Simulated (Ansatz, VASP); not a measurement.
**Two plane-wave programs on HfN**

Contents of INCAR:

```
PREC = Accurate ; ENCUT = 520
EDIFF = 1E-7 ; ISMEAR = 0
SIGMA = 0.15 ; LREAL = False
LASPH = True ; NELM = 80
ALGO = Normal ; ISIF = 2
LWAVE = False ; LCHARG = False
NBANDS = 14
```

The input KPOINTS:

```
regular mesh
0
Gamma
  18 18 18
```

File POSCAR:

```
HfN
1.0
    0.0000000000      2.1686400000      2.0782800000
    2.1686400000      0.0000000000      2.0782800000
    2.1686400000      2.1686400000      0.0000000000
Hf N
1 1
Direct
    0.0000000000      0.0000000000      0.0000000000
    0.5000000000      0.5000000000      0.5000000000
```

Input for Ansatz:

```yaml
crystal:
  lattice:
    - [0.0, 2.16864, 2.07828]
    - [2.16864, 0.0, 2.07828]
    - [2.16864, 2.16864, 0.0]
  atoms:
    - { symbol: Hf, position: [0.0, 0.0, 0.0] }
    - { symbol: "N", position: [0.5, 0.5, 0.5] }
basis:
  ecutwfc: 420
kpoints:
  mp_grid: { grid: [18, 18, 18] }
hamiltonian:
  xc: lda
scf:
  occupations: { method: gaussian, width: 0.15 }
output:
  forces: true
  stress: true
  eigenvalues: true
```

Change from the starting cell: strain -0.040 along x and y, -0.080 along z, atoms carried along.

Alike in both runs: task single point; functional LDA; k mesh 18 × 18 × 18; occupations gaussian, width 0.15 eV; no spin polarisation.

|  | VASP | Ansatz |
| --- | --- | --- |
| version | VASP 6.6.1 | Ansatz 0.2.0 |
| potentials or method | VASP PAW LDA potentials, release 64 (Hf_pv, N), cutoff 520 eV | scalar-relativistic, plane waves, PAW |
| valence electrons in the cell | 15 | 31 |

```csv
,VASP,Ansatz,Ansatz less VASP
gap on the k mesh at the Fermi level (eV),none,none,-
pressure (GPa),53.7,54.2,+0.51
"traceless stress, the component that is largest in VASP (GPa)",29.69,29.13,-0.562
```

LDA's correlation is that of Perdew and Zunger in VASP and of Perdew and Wang (1992) in Ansatz. A gap of «none» marks a metal or a gap that the smearing closes. Both programs put the cell under a high pressure, so it lies far from rest at this level. VASP's potentials hold 15 valence electrons a cell and Ansatz's 31, so a difference there can come from the potentials and not from the codes.

Neither program's run includes spin-orbit coupling.
